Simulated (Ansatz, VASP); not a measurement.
**Pd in VASP and in Ansatz**

The input INCAR:

```
SYSTEM = Pd
PREC     = Accurate       ! precision mode
ENCUT    = 600            ! plane-wave cutoff, eV
EDIFF    = 1E-6           ! SCF threshold, eV
ISMEAR   = 0              ! smearing method
SIGMA    = 0.1            ! smearing width, eV
LREAL    = .FALSE.        ! projectors in reciprocal space
LASPH    = .TRUE.         ! aspherical terms in the spheres
NELM     = 80             ! most SCF steps
ALGO     = Fast           ! electronic algorithm
ISIF     = 3              ! what is computed and relaxed
LWAVE    = .FALSE.        ! write WAVECAR
LCHARG   = .FALSE.        ! write CHGCAR
GGA      = PS             ! functional
IBRION   = 2              ! ionic algorithm
NSW      = 90             ! ionic steps
EDIFFG   = -0.04          ! ionic threshold
```

KPOINTS

```
regular mesh
0
G
  9 9 4
  0 0 0
```

The input POSCAR:

```
Pd
1.0
    2.7836650458      0.0000000000      0.0000000000
   -1.3918325229      2.4107246453      0.0000000000
    0.0000000000      0.0000000000      4.6288930000
Pd
2
Direct
    0.6666666700      0.3333333300      0.7500000000
    0.3333333300      0.6666666700      0.2500000000
```

Input for Ansatz:

```yaml
crystal:
  lattice:
    - [2.7836650458, 0.0, 0.0]
    - [-1.3918325229, 2.4107246453, 0.0]
    - [0.0, 0.0, 4.628893]
  atoms:
    - { symbol: Pd, position: [0.66666667, 0.33333333, 0.75] }
    - { symbol: Pd, position: [0.33333333, 0.66666667, 0.25] }
basis:
  ecutwfc: 420
kpoints:
  mp_grid: { grid: [9, 9, 4] }
hamiltonian:
  xc: pbesol
scf:
  occupations: { method: gaussian, width: 0.1 }
  lower_state_search: "off"
output:
  forces: true
  stress: true
  eigenvalues: true
relax:
  adjacent_minimum: "off"
  f_tol: 0.04
  max_steps: 70
  cell: { stress_tol: 0.4 }
```

Alike in both runs: task relaxation of cell and atoms; functional PBEsol; k mesh 9 × 9 × 4; occupations gaussian, width 0.1 eV; no spin polarisation.

|  | VASP | Ansatz |
| --- | --- | --- |
| version | VASP 6.6.1 | Ansatz 0.2.0 |
| potentials or method | VASP PAW PBE potentials, release 64 (Pd), cutoff 600 eV | scalar-relativistic, plane waves, PAW |
| valence electrons in the cell | 20 | 36 |

|  | VASP | Ansatz | Ansatz less VASP |
| --- | --- | --- | --- |
| gap on the k mesh at the Fermi level, each at its own relaxed structure (eV) | none | none | - |
| relaxed volume (Å³/atom) | 14.60 | 14.62 | +0.021 |
| relaxed cell length with the largest relative difference (Å) | 4.539 | 4.553 | +0.0137 |

VASP's potentials were made for PBE, not for PBEsol. A gap of «none» marks a metal or a gap that the smearing closes. VASP's potentials hold 20 valence electrons a cell and Ansatz's 36, so a difference there can come from the potentials and not from the codes.
